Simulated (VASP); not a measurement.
# GaSb (Immm) in VASP: further runs, part 2 of 2

VASP 6.6.1.

## (3) Single point, LDA (24.51 Å³/atom)

Contents of INCAR:

```
SYSTEM = GaSb
  ALGO = Normal
  EDIFF = 1E-7
  ENCUT = 520
  ISIF = 2
  ISMEAR = 0
  LASPH = .True.
  LCHARG = .False.
  LREAL = .False.
  LWAVE = .False.
  NBANDS = 16
  NELM = 80
  PREC = Accurate
  SIGMA = 0.15
```

Contents of KPOINTS:

```
k-points
0
Gamma
  18 18 18
  0 0 0
```

Contents of POSCAR:

```
GaSb
1.0
   -1.6593764669      2.5686235078      2.8747299522
    1.6593764669     -2.5686235078      2.8747299522
    1.6593764669      2.5686235078     -2.8747299522
Ga Sb
1 1
Direct
    0.0000000000      0.0000000000      0.0000000000
    0.5000000000      0.5000000000      0.0000000000
```

Potentials or basis: VASP PAW LDA potentials, release 64 (Ga_d, Sb).

Started as:

```sh
> cat potpaw_LDA.64/Ga_d/POTCAR potpaw_LDA.64/Sb/POTCAR > POTCAR
> mpirun -np 1 vasp_std > vasp.out
```

OUTCAR:

```text
SYSTEM = GaSb
   EDIFF = 1E-7
   ENCUT = 520
   ISIF = 2
   ISMEAR = 0
   LASPH = .True.
   LREAL = .False.
   NELM = 80
   PREC = Accurate

 ion  position               nearest neighbor table
   1  0.000  0.000  0.000-   2 2.87   2 2.87   2 3.06   2 3.06   2 3.06   2 3.06
   2  0.500  0.500  0.000-   1 2.87   1 2.87   1 3.06   1 3.06   1 3.06   1 3.06

  LATTYP: Found a body centered orthorhombic cell.
 ALAT       =     3.3187529338
 B/A-ratio  =     1.5479450017
 C/A-ratio  =     1.7324157655

  Lattice vectors:

 A1 = (  -1.6593764669,   2.5686235078,   2.8747299522)
 A2 = (   1.6593764669,  -2.5686235078,   2.8747299522)
 A3 = (   1.6593764669,   2.5686235078,  -2.8747299522)

Analysis of symmetry for initial positions (statically):
=====================================================================
 Subroutine PRICEL returns:
 Original cell was already a primitive cell.

 Routine SETGRP: Setting up the symmetry group for a
 body centered orthorhombic supercell.

 Subroutine GETGRP returns: Found  8 space group operations
 (whereof  8 operations were pure point group operations)
 out of a pool of  8 trial point group operations.

The static configuration has the point symmetry D_2h.

Analysis of symmetry for dynamics (positions and initial velocities):
=====================================================================
 Subroutine PRICEL returns:
 Original cell was already a primitive cell.

 Routine SETGRP: Setting up the symmetry group for a
 body centered orthorhombic supercell.

 Subroutine GETGRP returns: Found  8 space group operations
 (whereof  8 operations were pure point group operations)
 out of a pool of  8 trial point group operations.

The dynamic configuration has the point symmetry D_2h.

 Subroutine INISYM returns: Found  8 space group operations
 (whereof  8 operations are pure point group operations),
 and found     1 'primitive' translations
[... 111 lines left out ...]
   EFERMI_NEDOS =   21; number of points for ismear=-14 and -15
   IALGO  =     38    algorithm
   IMIX   =      4    mixing-type and parameters
     AMIX     =   0.40;   BMIX     =  1.00
     AMIX_MAG =   1.60;   BMIX_MAG =  1.00
  volume/ion in A,a.u.               =      24.51       165.37
  Fermi-wavevector in a.u.,A,eV,Ry     =   1.172370  2.215459 18.700561  1.374452
  Thomas-Fermi vector in A             =   2.308800
   LORBIT       =      0    0 simple, 1 ext, 2 COOP (PROOUT), +10 PAW based schemes
   GGA     = CA    functional components
   LHFCALC =     F    Hartree Fock is set to
   AEXX    =    0.0000 exact exchange contribution
   IVDW    =     0    specifies the selected vdW correction
   LEPSILON=     F    determine dielectric tensor
   LRPA    =     F    only Hartree local field effects (RPA)
 non-spin polarized calculation
 Gauss-broadening in eV      SIGMA  =   0.15
  energy-cutoff  :      520.00
  volume of cell :       49.01
 maximum number of plane-waves:      1350
   NGX = 15   NGY = 15   NGZ = 15

 number of electron      18.0000006 magnetization

 Free energy of the ion-electron system (eV)
  ---------------------------------------------------
  ext. energy  EPLUGINS =         0.00000000
  ---------------------------------------------------
  free energy    TOTEN  =        -8.29640090 eV

  energy without entropy =       -8.28657707  energy(sigma->0) =       -8.29148898

 E-fermi :   6.1616     XC(G=0): -10.3878

 val. band max:        6.1580923538   @ k =  -0.2222   0.2222  -0.0000
 cond. band min:       6.1623594749   @ k =   0.1111   0.1111   0.1111
 fundamental gap:      0.0042671211
 Fermi energy:         6.1615602704

 k-point     1 :       0.0000    0.0000    0.0000
  band No.  band energies     occupation
      1      -8.7945      2.00000
      2      -8.7334      2.00000
      3      -8.7310      2.00000
      4      -8.7270      2.00000
      5      -8.7030      2.00000
      6      -5.6134      2.00000
[... 433 lines left out ...]
      3      -8.7351      2.00000
      4      -8.7208      2.00000
      5      -8.7022      2.00000
      6      -4.9981      2.00000
[... 8 lines left out ...]
     15      14.8762      0.00000
     16      16.0120      0.00000

 [... further k-points ...]

------------------------ aborting loop because EDIFF is reached ----------------------------------------

  FORCE on cell =-STRESS in cart. coord.  units (eV):
  Direction    XX          YY          ZZ          XY          YZ          ZX
  --------------------------------------------------------------------------------------
  -------------------------------------------------------------------------------------
  Total       -1.7277153     -1.5910458     -1.3702183     -0.0000000      0.0000000      0.0000000
  in kB      -56.4781352    -52.0104769    -44.7917398     -0.0000000      0.0000000      0.0000000
  external PRESSURE =     -51.0934506 kB  Pullay stress =       0.0000000 kB

 VOLUME and BASIS-vectors are now :
 -----------------------------------------------------------------------------
  energy-cutoff  :      520.00
  volume of cell :       49.01
      direct lattice vectors                 reciprocal lattice vectors
    -1.659376467  2.568623508  2.874729952     0.000000000  0.194656787  0.173929381
     1.659376467 -2.568623508  2.874729952     0.301318001  0.000000000  0.173929381
     1.659376467  2.568623508 -2.874729952     0.301318001  0.194656787  0.000000000

 POSITION                                       TOTAL-FORCE (eV/Angst)
 -----------------------------------------------------------------------------------
      0.00000      0.00000      0.00000        -0.000000     -0.000000      0.000000
      0.00000      0.00000      2.87473         0.000000      0.000000      0.000000
 -----------------------------------------------------------------------------------
    total drift:                               -0.000000      0.000000      0.000000

  FREE ENERGIE OF THE ION-ELECTRON SYSTEM (eV)
  ---------------------------------------------------
  free  energy   TOTEN  =        -8.2964008955 eV

  energy  without entropy=       -8.2865770743  energy(sigma->0) =       -8.29148898
```

OSZICAR:

```text
N       E                     dE             d eps       ncg     rms          rms(c)
DAV:   1     0.788253077561E+02    0.78825E+02   -0.85896E+03 28264   0.145E+03
DAV:   2    -0.230675256680E+01   -0.81132E+02   -0.78337E+02 32360   0.302E+02
DAV:   3    -0.823066850882E+01   -0.59239E+01   -0.59007E+01 33632   0.629E+01
DAV:   4    -0.832990512795E+01   -0.99237E-01   -0.99221E-01 34240   0.901E+00
DAV:   5    -0.833217444020E+01   -0.22693E-02   -0.22693E-02 35960   0.123E+00    0.235E+00
DAV:   6    -0.830449598542E+01    0.27678E-01   -0.41908E-02 36568   0.324E+00    0.129E+00
DAV:   7    -0.829684356206E+01    0.76524E-02   -0.11137E-02 42704   0.111E+00    0.236E-01
DAV:   8    -0.829641071891E+01    0.43284E-03   -0.13375E-03 36544   0.473E-01    0.303E-02
DAV:   9    -0.829640095011E+01    0.97688E-05   -0.64211E-05 32936   0.627E-02    0.146E-02
DAV:  10    -0.829640101730E+01   -0.67193E-07   -0.48618E-06 37144   0.197E-02    0.229E-03
DAV:  11    -0.829640090315E+01    0.11415E-06   -0.65521E-07 36976   0.743E-03    0.160E-03
DAV:  12    -0.829640089545E+01    0.76971E-08   -0.40403E-08 22984   0.184E-03
   1 F= -.82964009E+01 E0= -.82914890E+01  d E =-.982382E-02
```

Run time: 3.7 min. Hardware: 1 thread of Intel Xeon 6975P-C (Granite Rapids), shared host; peak memory 0.74 GiB.

Results:

```yaml
Free_energy: -8.2964 eV
Pressure: -5.1 GPa
Band_gap_on_the_k_mesh: zero (bands 9 and 10 overlap by 5.24 eV)
```

Caveat: the cell stands under tension; spin-orbit coupling is left out, which moves the levels of the heavy elements.

## (4) Single point, LDA (22.14 Å³/atom)

This run uses another cell than the first one, of 22.14 Å³/atom.

Contents of INCAR:

```
SYSTEM = GaSb
PREC = Accurate
ENCUT = 520
EDIFF = 1E-6
ISMEAR = 0
SIGMA = 0.15
LREAL = .FALSE.
LASPH = .TRUE.
NELM = 80
ALGO = Normal
ISIF = 2
LWAVE = .FALSE.
LCHARG = .FALSE.
GGA = CA
NBANDS = 16
```

Contents of KPOINTS:

```
Automatic mesh
0
G
  18 18 18
  0 0 0
```

Contents of POSCAR:

```
GaSb
1.0
   -1.6624650721      2.4394497099      2.7301623327
    1.6624650721     -2.4394497099      2.7301623327
    1.6624650721      2.4394497099     -2.7301623327
Ga Sb
1 1
Direct
    0.0000000000      0.0000000000      0.0000000000
    0.5000000000      0.5000000000      0.0000000000
```

Started as:

```sh
> cat potpaw_LDA.64/Ga_d/POTCAR potpaw_LDA.64/Sb/POTCAR > POTCAR
> mpirun -np 1 vasp_std > vasp.out
```

It took 3 min on 1 thread of Intel Xeon 6975P-C (Granite Rapids), shared host; peak memory 0.68 GiB.

It converged, with:

```
Free energy            : -8.3491 eV
Pressure               : 0.6 GPa
Band gap on the k mesh : zero (bands 9 and 10 overlap by 5.93 eV)
```

Stress tensor (GPa, compression positive):
```
-1.92  0.00  0.00
 0.00 -0.59  0.00
 0.00  0.00  4.38
```

Levels at points of the mesh, in eV from the Fermi level:
```tsv
k point	band 7	band 8	band 9	band 10	band 11	band 12
(0.00, 0.00, 0.00)	-1.64	-1.59	-1.35	3.74	3.93	6.61
(0.50, 0.00, 0.00)	-8.43	0.50	2.06	3.02	3.50	3.79
(0.00, 0.50, 0.00)	-6.99	-1.39	-0.56	0.00	0.81	3.15
(0.50, 0.50, 0.00)	-5.54	-3.28	-2.53	-2.16	3.07	4.98
(0.50, 0.50, 0.50)	-5.60	-5.58	-4.87	0.87	5.01	9.70
```

Caveat: the stress differs along the axes, from -2 to 4 GPa; spin-orbit coupling is left out, which moves the levels of the heavy elements.

## (5) Single point, LDA (22.14 Å³/atom)

This run uses another cell than the first one, of 22.14 Å³/atom.

INCAR, as its differences from that of step 4:

```diff
@@ -13,3 +13,2 @@
 LCHARG = .FALSE.
-GGA = CA
 NBANDS = 16
```

Contents of KPOINTS:

```
regular mesh
0
G
  18 18 18
  0 0 0
```

Contents of POSCAR:

```
GaSb
1.0
   -1.5480570542      2.5279859324      2.8292495403
    1.5480570542     -2.5279859324      2.8292495403
    1.5480570542      2.5279859324     -2.8292495403
Ga Sb
1 1
Direct
    0.0000000000      0.0000000000      0.0000000000
    0.5000000000      0.5000000000      0.0000000000
```

Started as:

```sh
> cat potpaw_LDA.64/Ga_d/POTCAR potpaw_LDA.64/Sb/POTCAR > POTCAR
> mpirun -np 1 vasp_std > vasp.out
```

It took 3 min on 1 thread of Intel Xeon 6975P-C (Granite Rapids), shared host; peak memory 0.68 GiB.

Results (log left out):

```yaml
Free_energy: -8.3744 eV
Pressure: 0.1 GPa
Band_gap_on_the_k_mesh: zero (bands 9 and 10 overlap by 5.82 eV)
```

Stress tensor (GPa, compression positive):
```
 1.30  0.00  0.00
 0.00  0.50  0.00
 0.00  0.00 -1.40
```

Levels at points of the mesh, in eV from the Fermi level:
```csv
k point,band 7,band 8,band 9,band 10,band 11,band 12
"(0.00, 0.00, 0.00)",-2.68,-2.36,-1.58,3.45,5.16,6.20
"(0.50, 0.00, 0.00)",-8.55,-0.15,1.41,2.76,3.23,4.60
"(0.00, 0.50, 0.00)",-6.60,-1.81,-0.40,-0.34,0.91,2.92
"(0.50, 0.50, 0.00)",-5.53,-3.16,-2.46,-2.01,3.12,4.50
"(0.50, 0.50, 0.50)",-5.96,-5.60,-5.15,2.74,6.69,10.43
```

Caveat: spin-orbit coupling is left out, which moves the levels of the heavy elements.

## (6) Summary

| cell | gap on the mesh (eV) | pressure (GPa) |
| --- | --- | --- |
| a = 4.239 Å, angles 135.6, 103.8, 92.7°, 2 atoms | none | -5.1 |
| a = 4.197 Å, angles 133.4, 104.5, 93.5°, 2 atoms | none | -5.1 |
| a = 4.021 Å, angles 131.2, 105.3, 94.5°, 2 atoms | none | 0.6 |
| a = 4.098 Å, angles 135.6, 103.8, 92.7°, 2 atoms | none | 0.1 |

Alike in all rows: task single point; level LDA; potentials or basis VASP PAW LDA potentials, release 64 (Ga_d, Sb); no spin polarisation; k mesh 18 × 18 × 18; cutoff (eV) 520; smearing gaussian 0.15 eV.

Caveats: spin-orbit coupling is left out, which moves the levels of the heavy elements; the cell stands under tension (at least some runs); the stress differs along the axes, from -2 to 4 GPa (at least some runs).

Absolute energies hang on the potentials; compare differences alone.
